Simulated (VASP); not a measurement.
Here is a VASP 6.6.1 calculation.

The input INCAR:

```
PREC = Accurate
ENCUT = 520
EDIFF = 1E-6
ISMEAR = 0
SIGMA = 0.1
LREAL = F
LASPH = T
NELM = 150
ALGO = Normal
ISIF = 2
LWAVE = F
LCHARG = F
ISPIN = 2
MAGMOM = 0 0 0 0 0 1
LORBIT = 11
LMAXMIX = 4
GGA = PE
NBANDS = 48
```

File KPOINTS:

```
regular mesh
0
Gamma
  6 6 2
```

POSCAR

```
Ta5Ru
1.0
    3.2481489155      0.0000000000      0.0000000000
    0.0000000000      3.2481489155      0.0000000000
    0.0000000000      0.0000000000      9.9325226899
Ta Ru
5 1
Direct
    0.0000000000      0.0000000000      0.1692648102
    0.5000000000      0.5000000000      0.3409614391
    0.5000000000      0.5000000000      0.6590385609
    0.0000000000      0.0000000000      0.8307351898
    0.5000000000      0.5000000000      0.0000000000
    0.0000000000      0.0000000000      0.5000000000
```

Potentials or basis: VASP PAW PBE potentials, release 64 (Ta_pv, Ru_pv).

Run with:

```bash
$ cat potpaw_PBE.64/Ta_pv/POTCAR potpaw_PBE.64/Ru_pv/POTCAR > POTCAR
$ mpirun -np 1 vasp_std > vasp.out
```

**Question.** What does it give for the pressure?

**Answer.** 0.2 GPa.

**Question.** What does it give for the largest force?

**Answer.** 0.038 eV/Å.

**Question.** What does it give for the net moment?

**Answer.** 0.00 μB per cell.

Forces on the atoms (eV/Å):
```
Ta   0.000  0.000  0.024
Ta   0.000  0.000  0.038
Ta   0.000  0.000 -0.038
Ta   0.000  0.000 -0.024
Ta   0.000  0.000  0.000
Ru   0.000  0.000  0.000
```
